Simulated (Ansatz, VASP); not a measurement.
TiO3: VASP beside Ansatz

The input INCAR:

```
PREC = Accurate ; ENCUT = 600
EDIFF = 1E-7 ; ISMEAR = 0
SIGMA = 0.1 ; LREAL = False
LASPH = True ; NELM = 60
ALGO = Normal ; ISIF = 3
LWAVE = False ; LCHARG = False
GGA = PE ; IBRION = 2
NSW = 100 ; EDIFFG = -0.01
```

Contents of KPOINTS:

```
regular mesh
0
Gamma
  12 12 10
```

POSCAR

```
TiO3
1.0
    4.3777054628      0.0000000000      0.0000000000
   -2.1888527314      3.7912041410      0.0000000000
    0.0000000000      0.0000000000      3.9916915060
Ti O
2 6
Direct
    0.3333333333      0.6666666667      0.2500000000
    0.6666666667      0.3333333333      0.7500000000
    0.8234314110      0.6468628219      0.2500000000
    0.1765685890      0.8234314110      0.7500000000
    0.3531371781      0.1765685890      0.2500000000
    0.1765685890      0.3531371781      0.7500000000
    0.8234314110      0.1765685890      0.2500000000
    0.6468628219      0.8234314110      0.7500000000
```

Input for Ansatz:

```yaml
crystal:
  lattice:
    - [4.3777054628, 0.0, 0.0]
    - [-2.1888527314, 3.791204141, 0.0]
    - [0.0, 0.0, 3.991691506]
  atoms:
    - { symbol: Ti, position: [0.3333333333, 0.6666666667, 0.25] }
    - { symbol: Ti, position: [0.6666666667, 0.3333333333, 0.75] }
    - { symbol: O, position: [0.823431411, 0.6468628219, 0.25] }
    - { symbol: O, position: [0.176568589, 0.823431411, 0.75] }
    - { symbol: O, position: [0.3531371781, 0.176568589, 0.25] }
    - { symbol: O, position: [0.176568589, 0.3531371781, 0.75] }
    - { symbol: O, position: [0.823431411, 0.176568589, 0.25] }
    - { symbol: O, position: [0.6468628219, 0.823431411, 0.75] }
basis:
  ecutwfc: 420
kpoints:
  mp_grid: { grid: [12, 12, 10] }
hamiltonian:
  xc: pbe
scf:
  occupations: { method: gaussian, width: 0.1 }
output:
  forces: true
  stress: true
  eigenvalues: true
relax:
  adjacent_minimum: "off"
  f_tol: 0.01
  max_steps: 80
  cell: { stress_tol: 0.05 }
```

Alike in both runs: task relaxation of cell and atoms; functional PBE; k mesh 12 × 12 × 10; occupations gaussian, width 0.1 eV; no spin polarisation.

|  | VASP | Ansatz |
| --- | --- | --- |
| version | VASP 6.6.1 | Ansatz 0.2.0 |
| potentials or method | VASP PAW PBE potentials, release 64 (Ti_sv, O), cutoff 600 eV | scalar-relativistic, plane waves, PAW |
| valence electrons in the cell | 60 | 60 |

```csv
,VASP,Ansatz,Ansatz less VASP
"gap on the k mesh at the Fermi level, each at its own relaxed structure (eV)",none,none,-
relaxed volume (Å³/atom),8.30,8.29,-0.009
relaxed cell length with the largest relative difference (Å),4.380,4.376,-0.0041
```

A gap of «none» marks a metal or a gap that the smearing closes.
